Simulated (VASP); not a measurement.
## Y2Se: single point with PBE

Y2Se:

```xyz
3
Lattice="1.9490 1.1252 6.3946 -1.9490 1.1252 6.3946 0.0000 -2.2505 6.3946" Properties=species:S:1:pos:R:3 pbc="T T T"
Y     0.0000    0.0000   14.5232
Y     0.0000    0.0000    4.6606
Se    0.0000    0.0000    0.0000
```

* Program: VASP 6.6.1
* Task: single point
* Functional: PBE
* Potentials or basis: VASP PAW PBE potentials, release 64 (Y_sv, Se)
* Cutoff: 520 eV
* k mesh: 12 × 12 × 12
* Occupations: gaussian, width 0.1 eV
* Spin: no spin polarisation
* Dipole correction: no
* Further INCAR settings: ALGO = Normal; EDIFF = 1e-07; NBANDS = 21

* Pressure: 0.0 GPa
* Largest force: 0.004 eV/Å
* Band gap on the k mesh: zero (bands 14 and 15 overlap by 0.88 eV)

Forces in eV/Å, atoms in the order of the input:
```
Y    0.000  0.000  0.004
Y    0.000  0.000 -0.004
Se   0.000  0.000  0.000
```

Levels at points of the mesh, in eV from the Fermi level:
| k point | band 12 | band 13 | band 14 | band 15 | band 16 | band 17 |
| --- | --- | --- | --- | --- | --- | --- |
| (0.00, 0.00, 0.00) | -3.51 | -2.81 | 0.73 | 0.83 | 0.83 | 1.40 |
| (0.50, 0.00, 0.00) | -3.91 | -1.32 | -0.68 | 0.18 | 0.74 | 1.61 |
| (0.50, 0.50, 0.00) | -3.96 | -1.34 | -0.80 | 0.36 | 1.78 | 2.47 |
| (0.50, 0.50, 0.50) | -3.46 | -1.04 | -1.01 | 0.92 | 0.92 | 1.67 |

It took 23 min on 1 thread of AMD EPYC 7R43 64-Core Processor (Zen 3) (shared host), peak memory 0.55 GiB.
